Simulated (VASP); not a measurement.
# ZnS (P1) in VASP: single point with r2SCAN

Aim: the single point of ZnS with r2SCAN.

Everything below comes from runs of VASP 6.6.1. Logs are shortened: lines on timing, memory, paths and dates and some standing lists are left out, and cuts for length are marked.

### Step 1. The cell of the first run

The typed cell holds 4 atoms: a = 3.811 Å, b = 3.861 Å, c = 6.155 Å, α = 89.91°, β = 90.44°, γ = 122.10°.

### Step 2. Single point, r2SCAN (atoms moved at random and the cell strained at random)

POSCAR

```
ZnS
1.0
    3.8097909153     -0.0847375666     -0.0146169733
   -1.9782803429      3.3152818175      0.0030269505
   -0.0239822477     -0.0081115046      6.1549505443
Zn S
2 2
Direct
    0.3472539347      0.7057755736     -0.0023986595
    0.6741136890      0.3322627769      0.4929701212
    0.3148956427      0.6418009261      0.3731558112
    0.6637367336      0.3201607234      0.9062727272
```

INCAR.step1

```
SYSTEM = ZnS
ALGO = Normal
EDIFF = 1E-4
ENCUT = 520
GGA = PE
ISMEAR = 0
LASPH = .True.
LCHARG = .False.
LREAL = .False.
LWAVE = .True.
NBANDS = 26
NELM = 80
PREC = Accurate
SIGMA = 0.05
```

INCAR.step2

```
SYSTEM = ZnS
ALGO = Normal
EDIFF = 1E-7
ENCUT = 520
ISIF = 2
ISMEAR = 0
ISTART = 1
LASPH = .True.
LCHARG = .True.
LELF = .True.
LMIXTAU = .True.
LREAL = .False.
LVHAR = .True.
LWAVE = .False.
METAGGA = R2SCAN
NBANDS = 26
NELM = 80
PREC = Accurate
SIGMA = 0.05
```

KPOINTS

```
k-points
0
Gamma
  6 6 4
  0 0 0
```

Potentials or basis: VASP PAW PBE potentials, release 64 (Zn, S).

Started as:

```
$ cat potpaw_PBE.64/Zn/POTCAR potpaw_PBE.64/S/POTCAR > POTCAR
$ cp INCAR.step1 INCAR
$ mpirun -np 1 vasp_std > vasp.out
$ cp INCAR.step2 INCAR
$ mpirun -np 1 vasp_std > vasp.out
```

OUTCAR:

```text
SYSTEM = ZnS
   EDIFF = 1E-7
   ENCUT = 520
   ISIF = 2
   ISMEAR = 0
   ISTART = 1
   LASPH = .True.
   LREAL = .False.
   METAGGA = R2SCAN
   NELM = 80
   PREC = Accurate

 ion  position               nearest neighbor table
   1  0.347  0.706  0.998-   4 2.09   4 2.28   3 2.32   4 2.43
   2  0.674  0.332  0.493-   3 2.20   3 2.36   3 2.37   4 2.54
   3  0.315  0.642  0.373-   2 2.20   1 2.32   2 2.36   2 2.37
   4  0.664  0.320  0.906-   1 2.09   1 2.28   1 2.43   2 2.54

  LATTYP: Found a triclinic cell.
 ALAT       =     3.8107612008
 B/A-ratio  =     1.0130941874
 C/A-ratio  =     1.6151635558
 COS(alpha) =     0.0016489269
 COS(beta)  =     0.0077017634
 COS(gamma) =     0.5313879316

  Lattice vectors:

 A1 = (   3.8097909153,  -0.0847375666,  -0.0146169733)
 A2 = (   1.9782803429,  -3.3152818175,  -0.0030269505)
 A3 = (   0.0239822477,   0.0081115046,  -6.1549505443)

Analysis of symmetry for initial positions (statically):
=====================================================================
 Subroutine PRICEL returns:
 Original cell was already a primitive cell.

 Routine SETGRP: Setting up the symmetry group for a
 triclinic supercell.

 Subroutine GETGRP returns: Found  1 space group operations
 (whereof  1 operations were pure point group operations)
 out of a pool of  2 trial point group operations.

The static configuration has the point symmetry C_1 .

Analysis of symmetry for dynamics (positions and initial velocities):
=====================================================================
 Subroutine PRICEL returns:
 Original cell was already a primitive cell.

 Routine SETGRP: Setting up the symmetry group for a
 triclinic supercell.

 Subroutine GETGRP returns: Found  1 space group operations
 (whereof  1 operations were pure point group operations)
 out of a pool of  2 trial point group operations.

The dynamic configuration has the point symmetry C_1 .

 Subroutine INISYM returns: Found  1 space group operations
 (whereof  1 operations are pure point group operations),
 and found     1 'primitive' translations

----------------------------------------------------------------------------------------

                                     Primitive cell

  volume of cell :      76.7072

  direct lattice vectors                    reciprocal lattice vectors
     3.809790915 -0.084737567 -0.014616973     0.266016975  0.158735339  0.001245707
    -1.978280343  3.315281817  0.003026951     0.006800848  0.305691263  0.000429364
    -0.023982248 -0.008111505  6.154950544     0.000628401  0.000226633  0.162473590

  length of vectors
     3.810761201  3.860660022  6.155002611     0.309779745  0.305767205  0.162474963

  position of ions in fractional coordinates (direct lattice)
     0.347253935  0.705775574  0.997601340
     0.674113689  0.332262777  0.492970121
     0.314895643  0.641800926  0.373155811
     0.663736734  0.320160723  0.906272727

  ion indices of the primitive-cell ions
   primitive index   ion index
                 1           1
                 2           2
                 3           3
                 4           4

----------------------------------------------------------------------------------------

 KPOINTS: k-points

Automatic generation of k-mesh.
 Grid dimensions read from file:
 generate k-points for:    6    6    4

 Generating k-lattice:

  Cartesian coordinates                     Fractional coordinates (reciprocal lattice)
     0.044336163  0.026455890  0.000207618     0.166666667 -0.000000000  0.000000000
     0.001133475  0.050948544  0.000071561     0.000000000  0.166666667  0.000000000
     0.000157100  0.000056658  0.040618397     0.000000000 -0.000000000  0.250000000

  Length of vectors
     0.051629958  0.050961201  0.040618741

  Shift w.r.t. Gamma in fractional coordinates (k-lattice)
     0.000000000  0.000000000  0.000000000

 Subroutine IBZKPT returns following result:
 ===========================================

 Found     76 irreducible k-points:

 Following reciprocal coordinates:
            Coordinates               Weight
  0.000000  0.000000  0.000000      1.000000
  0.166667  0.000000  0.000000      2.000000
  0.333333  0.000000  0.000000      2.000000
  0.500000 -0.000000  0.000000      1.000000
  0.000000  0.166667  0.000000      2.000000
  0.166667  0.166667  0.000000      2.000000
[... 16 lines left out ...]
  0.333333  0.000000  0.250000      2.000000
  0.500000 -0.000000  0.250000      2.000000
 [... further k-points ...]
   k-points           NKPTS =     76   k-points in BZ     NKDIM =     76   number of bands    NBANDS=     26
   number of dos      NEDOS =    301   number of ions     NIONS =      4
   total plane-waves  NPLWV =  40320
   dimension x,y,z NGX =    28 NGY =   30 NGZ =   48
   dimension x,y,z NGXF=    56 NGYF=   60 NGZF=   96
   ions per type =               2   2
   NGX,Y,Z   is equivalent  to a cutoff of  12.22, 12.92, 12.96 a.u.
   NGXF,Y,Z  is equivalent  to a cutoff of  24.43, 25.84, 25.93 a.u.
 SYSTEM =  ZnS
   PREC   = accura    normal or accurate (medium, high low for compatibility)
   ISTART =      1    job   : 0-new  1-cont  2-samecut
   ICHARG =      0    charge: 1-file 2-atom 10-const
   ISPIN  =      1    spin polarized calculation?
   LNONCOLLINEAR =      F non collinear calculations
   LSORBIT =      F    spin-orbit coupling
   LASPH  =      T    aspherical Exc in radial PAW
   ENCUT  =  520.0 eV  38.22 Ry    6.18 a.u.   7.09  7.18 11.44*2*pi/ulx,y,z
   NELM   =     80;   NELMIN=  2; NELMDL=  0     # of ELM steps
   EDIFF  = 0.1E-06   stopping-criterion for ELM
   LREAL  =      F    real-space projection
   EDIFFG = 0.1E-05   stopping-criterion for IOM
   NSW    =      0    number of steps for IOM
   IBRION =     -1    ionic relax: 0-MD 1-quasi-New 2-CG
   NFREE  =      0    steps in history (QN), initial steepest desc. (CG)
   ISIF   =      2    stress and relaxation
   ISYM   =      2    0-nonsym 1-usesym 2-fastsym
   POTIM  = 0.5000    time-step for ionic-motion
   TEBEG  =    0.0;   TEEND  =   0.0 temperature during run
   PSTRESS=    0.0 pullay stress
   NELECT =      36.0000    total number of electrons
   NUPDOWN=      -1.0000    fix difference up-down
   EMIN   =  10.00;   EMAX   =-10.00  energy-range for DOS
   EFERMI =   0.00;   METHOD = LEGACY
   ISMEAR =     0;   SIGMA  =   0.05  broadening in eV -4-tet -1-fermi 0-gaus
   EFERMI_NEDOS =   21; number of points for ismear=-14 and -15
   IALGO  =     38    algorithm
   IMIX   =      4    mixing-type and parameters
     AMIX     =   0.40;   BMIX     =  1.00
     AMIX_MAG =   1.60;   BMIX_MAG =  1.00
  volume/ion in A,a.u.               =      19.18       129.41
  Fermi-wavevector in a.u.,A,eV,Ry     =   1.272224  2.404155 22.021765  1.618554
  Thomas-Fermi vector in A             =   2.405114
   LORBIT       =      0    0 simple, 1 ext, 2 COOP (PROOUT), +10 PAW based schemes
   METAGGA = R2SCAN    functional components
   LHFCALC =     F    Hartree Fock is set to
   AEXX    =    0.0000 exact exchange contribution
   IVDW    =     0    specifies the selected vdW correction
   LEPSILON=     F    determine dielectric tensor
   LRPA    =     F    only Hartree local field effects (RPA)
 non-spin polarized calculation
 Gauss-broadening in eV      SIGMA  =   0.05
  energy-cutoff  :      520.00
  volume of cell :       76.71
 maximum number of plane-waves:      2084
   NGX = 15   NGY = 15   NGZ = 23

 number of electron      36.0000006 magnetization

 Free energy of the ion-electron system (eV)
  ---------------------------------------------------
  ext. energy  EPLUGINS =         0.00000000
  ---------------------------------------------------
  free energy    TOTEN  =       -37.26257899 eV

  energy without entropy =      -37.26257899  energy(sigma->0) =      -37.26257899

 E-fermi :   2.4691     XC(G=0): -10.4093

 val. band max:        2.2310161097   @ k =   0.0000   0.0000   0.0000
 cond. band min:       4.9894676906   @ k =   0.0000   0.0000   0.0000
 fundamental gap:      2.7584515808
 Fermi energy:         2.4690855035

 k-point     1 :       0.0000    0.0000    0.0000
  band No.  band energies     occupation
      1     -11.8666      2.00000
      2     -10.8478      2.00000
      3      -4.7958      2.00000
      4      -4.6255      2.00000
      5      -4.5888      2.00000
      6      -4.4945      2.00000
[... 18 lines left out ...]
     25      10.7001      0.00000
     26      12.3016      0.00000

 k-point     2 :       0.1667    0.0000    0.0000
  band No.  band energies     occupation
      1     -11.6583      2.00000
      2     -10.7321      2.00000
      3      -4.7835      2.00000
      4      -4.5803      2.00000
      5      -4.5548      2.00000
      6      -4.4538      2.00000
[... 18 lines left out ...]
     25      10.9854      0.00000
     26      11.1248      0.00000

 k-point     3 :       0.3333    0.0000    0.0000
  band No.  band energies     occupation
      1     -11.1529      2.00000
      2     -10.5283      2.00000
      3      -4.7122      2.00000
      4      -4.5274      2.00000
      5      -4.4428      2.00000
      6      -4.3431      2.00000
[... 18 lines left out ...]
     25      11.4984      0.00000
     26      12.6622      0.00000

 k-point     4 :       0.5000   -0.0000    0.0000
  band No.  band energies     occupation
      1     -10.7847      2.00000
      2     -10.5044      2.00000
      3      -4.6174      2.00000
      4      -4.5146      2.00000
      5      -4.3369      2.00000
      6      -4.2577      2.00000
[... 18 lines left out ...]
     25      11.8553      0.00000
     26      14.1244      0.00000

 k-point     5 :       0.0000    0.1667    0.0000
  band No.  band energies     occupation
      1     -11.6636      2.00000
      2     -10.7345      2.00000
      3      -4.7988      2.00000
      4      -4.5678      2.00000
      5      -4.5340      2.00000
      6      -4.4646      2.00000
[... 18 lines left out ...]
     25      10.7435      0.00000
     26      11.0811      0.00000

 k-point     6 :       0.1667    0.1667    0.0000
  band No.  band energies     occupation
      1     -11.2881      2.00000
      2     -10.5656      2.00000
      3      -4.7447      2.00000
      4      -4.5179      2.00000
      5      -4.4520      2.00000
      6      -4.3942      2.00000
[... 427 lines left out ...]
 k-point    21 :       0.0000    0.0000    0.2500
  band No.  band energies     occupation
      1     -11.7518      2.00000
      2     -11.0027      2.00000
      3      -4.7959      2.00000
      4      -4.6400      2.00000
      5      -4.5905      2.00000
      6      -4.5045      2.00000
[... 18 lines left out ...]
     25      10.3515      0.00000
     26      11.5386      0.00000

 k-point    22 :       0.1667    0.0000    0.2500
  band No.  band energies     occupation
      1     -11.5512      2.00000
      2     -10.8695      2.00000
      3      -4.7818      2.00000
      4      -4.5852      2.00000
      5      -4.5566      2.00000
      6      -4.4965      2.00000
[... 18 lines left out ...]
     25      10.5996      0.00000
     26      11.3649      0.00000

 k-point    23 :       0.3333    0.0000    0.2500
  band No.  band energies     occupation
      1     -11.0743      2.00000
      2     -10.6109      2.00000
      3      -4.7074      2.00000
      4      -4.5410      2.00000
      5      -4.4546      2.00000
      6      -4.3829      2.00000
[... 18 lines left out ...]
     25      11.5323      0.00000
     26      12.5172      0.00000

 k-point    24 :       0.5000   -0.0000    0.2500
  band No.  band energies     occupation
      1     -10.7426      2.00000
      2     -10.5332      2.00000
      3      -4.6248      2.00000
      4      -4.5311      2.00000
      5      -4.3603      2.00000
      6      -4.3118      2.00000
[... 18 lines left out ...]
     25      12.8413      0.00000
     26      13.6414      0.00000

 [... further k-points ...]

------------------------ aborting loop because EDIFF is reached ----------------------------------------

  FORCE on cell =-STRESS in cart. coord.  units (eV):
  Direction    XX          YY          ZZ          XY          YZ          ZX
  --------------------------------------------------------------------------------------
  -------------------------------------------------------------------------------------
  Total        1.2399079      4.2199218      0.7632980      1.9036961     -1.3895607     -0.1016709
  in kB       25.8978570     88.1411656     15.9429443     39.7623469    -29.0236421     -2.1235918
  external PRESSURE =      43.3273223 kB  Pullay stress =       0.0000000 kB

 VOLUME and BASIS-vectors are now :
 -----------------------------------------------------------------------------
  energy-cutoff  :      520.00
  volume of cell :       76.71
      direct lattice vectors                 reciprocal lattice vectors
     3.809790915 -0.084737567 -0.014616973     0.266016975  0.158735339  0.001245707
    -1.978280343  3.315281817  0.003026951     0.006800848  0.305691263  0.000429364
    -0.023982248 -0.008111505  6.154950544     0.000628401  0.000226633  0.162473590

 POSITION                                       TOTAL-FORCE (eV/Angst)
 -----------------------------------------------------------------------------------
     -0.09718      2.30233      6.13725         0.382651     -2.068907      0.531983
      1.89910      1.04042      3.02536        -0.717940     -0.513058      0.696969
     -0.07892      2.09804      2.29410         0.818289      0.506730      0.628177
      1.87360      0.99783      5.56933        -0.483000      2.075236     -1.857129
 -----------------------------------------------------------------------------------
    total drift:                               -0.006255      0.000419     -0.020805

  FREE ENERGIE OF THE ION-ELECTRON SYSTEM (eV)
  ---------------------------------------------------
  free  energy   TOTEN  =       -37.2625789926 eV

  energy  without entropy=      -37.2625789926  energy(sigma->0) =      -37.26257899
```

Run time: 7.8 min. Hardware: 1 thread of Intel Xeon 6975P-C, shared host; peak memory 0.28 GiB.

What came out:

| Property | Result |
| --- | --- |
| Free energy | -37.2626 eV |
| Pressure | 4.3 GPa |
| Largest force | 2.826 eV/Å |
| Band gap on the k mesh | 2.76 eV, direct |

Forces on the atoms (eV/Å):
```
Zn   0.383 -2.069  0.532
Zn  -0.718 -0.513  0.697
S    0.818  0.507  0.628
S   -0.483  2.075 -1.857
```

Caveat: the cell differs from its parent crystal (atoms moved at random and the cell strained at random); the PAW data sets were made with another functional, which shifts forces and pressure a little.
